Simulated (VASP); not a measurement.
# AlN (P6_3/mmc) in VASP: notebook

AlN is run at these levels: PBE; tasks: single point.

All numbers are computed with VASP 6.6.1; they aren't measurements. Logs are shortened: lines on timing, memory, paths and dates and some standing lists are left out, and cuts for length are marked.

## (1) The cell of the first run

Symmetry: P6_3/mmc, No. 194, hexagonal system. Conventional cell: a = 3.232 Å, b = 3.232 Å, c = 3.872 Å, α = 90.00°, β = 90.00°, γ = 120.00°. Within 2.5 Å of Al (site symmetry -6m2) lie 5 N at 1.87 to 1.94 Å. Within 2.5 Å of N (site symmetry -6m2) lie 5 Al at 1.87 to 1.94 Å.

## (2) Single point, PBE (volume 8.760 Å^3 an atom, c/a of the conventional cell 1.1980)

The input, INCAR:

```
  PREC = Accurate
  ENCUT = 520
  EDIFF = 1E-6
  ISMEAR = 0
  SIGMA = 0.05
  LREAL = F
  LASPH = T
  NELM = 80
  ALGO = Normal
  ISIF = 2
  LWAVE = F
  LCHARG = F
  GGA = PE
  NBANDS = 16
```

The input, KPOINTS:

```
Automatic mesh
0
Gamma
  9 9 6
```

The input, POSCAR:

```
AlN
1.0
    3.2324033579      0.0000000000      0.0000000000
   -1.6162016790      2.7993434232      0.0000000000
    0.0000000000      0.0000000000      3.8724192228
Al N
2 2
Direct
    0.3333333333      0.6666666667      0.7500000000
    0.6666666667      0.3333333333      0.2500000000
    0.3333333333      0.6666666667      0.2500000000
    0.6666666667      0.3333333333      0.7500000000
```

Potentials or basis: VASP PAW PBE potentials, release 64 (Al, N).

Run with:

```
$ cat potpaw_PBE.64/Al/POTCAR potpaw_PBE.64/N/POTCAR > POTCAR
$ mpirun -np 1 vasp_std > vasp.out
```

OUTCAR:

```text
PREC = Accurate
   ENCUT = 520
   EDIFF = 1E-6
   ISMEAR = 0
   LREAL = F
   LASPH = T
   NELM = 80
   ISIF = 2
   GGA = PE

 ion  position               nearest neighbor table
   1  0.333  0.667  0.750-   4 1.87   4 1.87   4 1.87   3 1.94   3 1.94   2 2.69   2 2.69   2 2.69
                             2 2.69   2 2.69   2 2.69
   2  0.667  0.333  0.250-   3 1.87   3 1.87   3 1.87   4 1.94   4 1.94   1 2.69   1 2.69   1 2.69
                             1 2.69   1 2.69   1 2.69
   3  0.333  0.667  0.250-   2 1.87   2 1.87   2 1.87   1 1.94   1 1.94
   4  0.667  0.333  0.750-   1 1.87   1 1.87   1 1.87   2 1.94   2 1.94

  LATTYP: Found a hexagonal cell.
 ALAT       =     3.2324033579
 C/A-ratio  =     1.1980000000

  Lattice vectors:

 A1 = (   3.2324033579,   0.0000000000,   0.0000000000)
 A2 = (  -1.6162016790,   2.7993434232,   0.0000000000)
 A3 = (   0.0000000000,   0.0000000000,   3.8724192228)

Analysis of symmetry for initial positions (statically):
[... 10 lines left out ...]

The static configuration has the point symmetry D_3d.
 The point group associated with its full space group is D_6h.

Analysis of symmetry for dynamics (positions and initial velocities):
[... 10 lines left out ...]

The dynamic configuration has the point symmetry D_3d.
 The point group associated with its full space group is D_6h.

 Subroutine INISYM returns: Found 24 space group operations
[... 5 lines left out ...]
                                     Primitive cell

  volume of cell :      35.0400

  direct lattice vectors                    reciprocal lattice vectors
     3.232403358  0.000000000  0.000000000     0.309367331  0.178613312  0.000000000
    -1.616201679  2.799343423  0.000000000     0.000000000  0.357226624  0.000000000
     0.000000000  0.000000000  3.872419223     0.000000000  0.000000000  0.258236503

  length of vectors
     3.232403358  3.232403358  3.872419223     0.357226624  0.357226624  0.258236503

  position of ions in fractional coordinates (direct lattice)
     0.333333333  0.666666667  0.750000000
     0.666666667  0.333333333  0.250000000
     0.333333333  0.666666667  0.250000000
     0.666666667  0.333333333  0.750000000

  ion indices of the primitive-cell ions
   primitive index   ion index
                 1           1
                 2           2
                 3           3
                 4           4

----------------------------------------------------------------------------------------

 KPOINTS: Automatic mesh

Automatic generation of k-mesh.
 Grid dimensions read from file:
 generate k-points for:    9    9    6

 Generating k-lattice:

  Cartesian coordinates                     Fractional coordinates (reciprocal lattice)
     0.034374148  0.019845924  0.000000000     0.111111111  0.000000000  0.000000000
     0.000000000  0.039691847  0.000000000     0.000000000  0.111111111  0.000000000
     0.000000000  0.000000000  0.043039417     0.000000000  0.000000000  0.166666667

  Length of vectors
     0.039691847  0.039691847  0.043039417

  Shift w.r.t. Gamma in fractional coordinates (k-lattice)
     0.000000000  0.000000000  0.000000000

 Subroutine IBZKPT returns following result:
 ===========================================

 Found     48 irreducible k-points:

 Following reciprocal coordinates:
            Coordinates               Weight
  0.000000  0.000000  0.000000      1.000000
  0.111111  0.000000  0.000000      6.000000
  0.222222  0.000000  0.000000      6.000000
  0.333333  0.000000  0.000000      6.000000
  0.444444  0.000000  0.000000      6.000000
  0.111111  0.111111  0.000000      6.000000
[... 16 lines left out ...]
  0.333333  0.222222  0.166667     24.000000
  0.333333  0.333333  0.166667      4.000000
 [... further k-points ...]
   k-points           NKPTS =     48   k-points in BZ     NKDIM =     48   number of bands    NBANDS=     16
   number of dos      NEDOS =    301   number of ions     NIONS =      4
   total plane-waves  NPLWV =  17280
   dimension x,y,z NGX =    24 NGY =   24 NGZ =   30
   dimension x,y,z NGXF=    48 NGYF=   48 NGZF=   60
   ions per type =               2   2
   NGX,Y,Z   is equivalent  to a cutoff of  12.34, 12.34, 12.88 a.u.
   NGXF,Y,Z  is equivalent  to a cutoff of  24.69, 24.69, 25.76 a.u.
 SYSTEM =  unknown system
   PREC   = accura    normal or accurate (medium, high low for compatibility)
   ISTART =      0    job   : 0-new  1-cont  2-samecut
   ICHARG =      2    charge: 1-file 2-atom 10-const
   ISPIN  =      1    spin polarized calculation?
   LNONCOLLINEAR =      F non collinear calculations
   LSORBIT =      F    spin-orbit coupling
   LASPH  =      T    aspherical Exc in radial PAW
   ENCUT  =  520.0 eV  38.22 Ry    6.18 a.u.   6.01  6.01  7.20*2*pi/ulx,y,z
   NELM   =     80;   NELMIN=  2; NELMDL= -5     # of ELM steps
   EDIFF  = 0.1E-05   stopping-criterion for ELM
   LREAL  =      F    real-space projection
   EDIFFG = 0.1E-04   stopping-criterion for IOM
   NSW    =      0    number of steps for IOM
   IBRION =     -1    ionic relax: 0-MD 1-quasi-New 2-CG
   NFREE  =      0    steps in history (QN), initial steepest desc. (CG)
   ISIF   =      2    stress and relaxation
   ISYM   =      2    0-nonsym 1-usesym 2-fastsym
   POTIM  = 0.5000    time-step for ionic-motion
   TEBEG  =    0.0;   TEEND  =   0.0 temperature during run
   PSTRESS=    0.0 pullay stress
   NELECT =      16.0000    total number of electrons
   NUPDOWN=      -1.0000    fix difference up-down
   EMIN   =  10.00;   EMAX   =-10.00  energy-range for DOS
   EFERMI =   0.00;   METHOD = LEGACY
   ISMEAR =     0;   SIGMA  =   0.05  broadening in eV -4-tet -1-fermi 0-gaus
   EFERMI_NEDOS =   21; number of points for ismear=-14 and -15
   IALGO  =     38    algorithm
   IMIX   =      4    mixing-type and parameters
     AMIX     =   0.40;   BMIX     =  1.00
     AMIX_MAG =   1.60;   BMIX_MAG =  1.00
  volume/ion in A,a.u.               =       8.76        59.12
  Fermi-wavevector in a.u.,A,eV,Ry     =   1.260647  2.382277 21.622795  1.589231
  Thomas-Fermi vector in A             =   2.394146
   LORBIT       =      0    0 simple, 1 ext, 2 COOP (PROOUT), +10 PAW based schemes
   GGA     = PE    functional components
   LHFCALC =     F    Hartree Fock is set to
   AEXX    =    0.0000 exact exchange contribution
   IVDW    =     0    specifies the selected vdW correction
   LEPSILON=     F    determine dielectric tensor
   LRPA    =     F    only Hartree local field effects (RPA)
 non-spin polarized calculation
 Gauss-broadening in eV      SIGMA  =   0.05
  energy-cutoff  :      520.00
  volume of cell :       35.04
 maximum number of plane-waves:       964
   NGX = 13   NGY = 13   NGZ = 15

 number of electron      16.0000005 magnetization

 Free energy of the ion-electron system (eV)
  ---------------------------------------------------
  ext. energy  EPLUGINS =         0.00000000
  ---------------------------------------------------
  free energy    TOTEN  =       -28.83506739 eV

  energy without entropy =      -28.83506739  energy(sigma->0) =      -28.83506739

 E-fermi :   9.4649     XC(G=0): -11.7235

 val. band max:        9.2124425564   @ k =   0.0000   0.0000   0.0000
 cond. band min:      13.4927992435   @ k =   0.0000   0.0000   0.0000
 fundamental gap:      4.2803566871
 Fermi energy:         9.4648809814

 k-point     1 :       0.0000    0.0000    0.0000
  band No.  band energies     occupation
      1      -8.4190      2.00000
      2      -3.8454      2.00000
      3       1.9135      2.00000
      4       5.5856      2.00000
      5       5.5856      2.00000
      6       7.6603      2.00000
[... 8 lines left out ...]
     15      21.8329      0.00000
     16      21.8329      0.00000

 k-point     2 :       0.1111    0.0000    0.0000
  band No.  band energies     occupation
      1      -8.2649      2.00000
      2      -3.8707      2.00000
      3       2.0688      2.00000
      4       5.1179      2.00000
      5       5.3624      2.00000
      6       7.2156      2.00000
[... 8 lines left out ...]
     15      21.4595      0.00000
     16      22.2039      0.00000

 k-point     3 :       0.2222    0.0000    0.0000
  band No.  band energies     occupation
      1      -7.8211      2.00000
      2      -3.9966      2.00000
      3       2.5215      2.00000
      4       4.0861      2.00000
      5       4.9140      2.00000
      6       6.4057      2.00000
[... 8 lines left out ...]
     15      20.8084      0.00000
     16      23.1179      0.00000

 k-point     4 :       0.3333    0.0000    0.0000
  band No.  band energies     occupation
      1      -7.1550      2.00000
      2      -4.3290      2.00000
      3       3.1376      2.00000
      4       3.2181      2.00000
      5       4.5133      2.00000
      6       5.7225      2.00000
[... 8 lines left out ...]
     15      21.2605      0.00000
     16      24.0187      0.00000

 k-point     5 :       0.4444    0.0000    0.0000
  band No.  band energies     occupation
      1      -6.4723      2.00000
      2      -4.8217      2.00000
      3       2.6324      2.00000
      4       3.9565      2.00000
      5       4.2890      2.00000
      6       5.3408      2.00000
[... 8 lines left out ...]
     15      23.0816      0.00000
     16      24.6753      0.00000

 k-point     6 :       0.1111    0.1111    0.0000
  band No.  band energies     occupation
      1      -7.9656      2.00000
      2      -3.9457      2.00000
      3       2.3732      2.00000
      4       4.6259      2.00000
      5       4.6902      2.00000
      6       6.8127      2.00000
[... 8 lines left out ...]
     15      21.0040      0.00000
     16      22.5872      0.00000
[... 267 lines left out ...]
 k-point    21 :       0.4444    0.1111    0.1667
  band No.  band energies     occupation
      1      -6.1006      2.00000
      2      -4.9805      2.00000
      3       1.9883      2.00000
      4       3.8232      2.00000
      5       3.8652      2.00000
      6       5.5099      2.00000
[... 8 lines left out ...]
     15      22.7464      0.00000
     16      24.5320      0.00000

 k-point    22 :       0.2222    0.2222    0.1667
  band No.  band energies     occupation
      1      -6.6208      2.00000
      2      -4.6266      2.00000
      3       2.5662      2.00000
      4       2.8621      2.00000
      5       4.8589      2.00000
      6       5.4836      2.00000
[... 8 lines left out ...]
     15      22.3425      0.00000
     16      24.1417      0.00000

 k-point    23 :       0.3333    0.2222    0.1667
  band No.  band energies     occupation
      1      -5.9867      2.00000
      2      -5.0076      2.00000
      3       2.1919      2.00000
      4       3.0837      2.00000
      5       4.0324      2.00000
      6       6.0051      2.00000
[... 8 lines left out ...]
     15      22.2804      0.00000
     16      24.0419      0.00000

 k-point    24 :       0.3333    0.3333    0.1667
  band No.  band energies     occupation
      1      -5.4464      2.00000
      2      -5.4464      2.00000
      3       2.0785      2.00000
      4       3.4462      2.00000
      5       3.4462      2.00000
      6       6.4318      2.00000
[... 8 lines left out ...]
     15      21.4921      0.00000
     16      24.1086      0.00000

 [... further k-points ...]
[... 5 lines left out ...]
  --------------------------------------------------------------------------------------
  -------------------------------------------------------------------------------------
  Total        6.1944818      6.1944818      9.4198425     -0.0000000     -0.0000000      0.0000000
  in kB      283.2379669    283.2379669    430.7151290     -0.0000000     -0.0000000      0.0000000
  external PRESSURE =     332.3970209 kB  Pullay stress =       0.0000000 kB

 VOLUME and BASIS-vectors are now :
 -----------------------------------------------------------------------------
  energy-cutoff  :      520.00
  volume of cell :       35.04
      direct lattice vectors                 reciprocal lattice vectors
     3.232403358  0.000000000  0.000000000     0.309367331  0.178613312  0.000000000
    -1.616201679  2.799343423  0.000000000     0.000000000  0.357226624  0.000000000
     0.000000000  0.000000000  3.872419223     0.000000000  0.000000000  0.258236503

 POSITION                                       TOTAL-FORCE (eV/Angst)
 -----------------------------------------------------------------------------------
     -0.00000      1.86623      2.90431         0.000000     -0.000000      0.000000
      1.61620      0.93311      0.96810        -0.000000      0.000000      0.000000
     -0.00000      1.86623      0.96810         0.000000      0.000000      0.000000
      1.61620      0.93311      2.90431         0.000000     -0.000000      0.000000
 -----------------------------------------------------------------------------------
    total drift:                                0.000000     -0.000000      0.000000

  FREE ENERGIE OF THE ION-ELECTRON SYSTEM (eV)
  ---------------------------------------------------
  free  energy   TOTEN  =       -28.8350673920 eV

  energy  without entropy=      -28.8350673920  energy(sigma->0) =      -28.83506739
```

It took 13 s on 1 thread of Intel Xeon Platinum 8488C (Sapphire Rapids), shared host; peak memory 0.15 GiB.

What came out:

- Free energy: -28.8351 eV
- Pressure: 33.2 GPa
- Band gap on the k mesh: 4.28 eV, direct

(Part 1 of 2 ends here.)
